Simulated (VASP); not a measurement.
A run of VASP 6.6.1 is set up as follows.

Contents of INCAR:

```
SYSTEM = WC
PREC = Accurate ; ENCUT = 520
EDIFF = 1E-6 ; ISMEAR = -1
SIGMA = 0.1 ; LREAL = .False.
LASPH = .True. ; NELM = 80
ALGO = Normal ; ISIF = 2
LWAVE = .False. ; LCHARG = .False.
GGA = PE ; NBANDS = 16
```

Contents of KPOINTS:

```
regular mesh
0
Gamma
  14 14 14
  0 0 0
```

The input POSCAR:

```
WC
1.0
    2.6615145685      0.0000000000      0.0000000000
    0.0000000000      2.6615145685      0.0000000000
    0.0000000000      0.0000000000      2.6615145685
W C
1 1
Direct
    0.0000000000      0.0000000000      0.0000000000
    0.5000000000      0.5000000000      0.5000000000
```

Potentials or basis: VASP PAW PBE potentials, release 64 (W_sv, C).

Command:

```sh
$ cat potpaw_PBE.64/W_sv/POTCAR potpaw_PBE.64/C/POTCAR > POTCAR
$ mpirun -np 1 vasp_std > vasp.out
```

(1) What does it give for the pressure?

(2) Estimate the band gap on the k mesh.

## Answers

(1) 32.8 GPa.

(2) zero (band 9 reaches 19.96 eV, above the bottom of band 10 at 12.11 eV).

Caveat: spin-orbit coupling is left out, which moves the levels of the heavy elements.
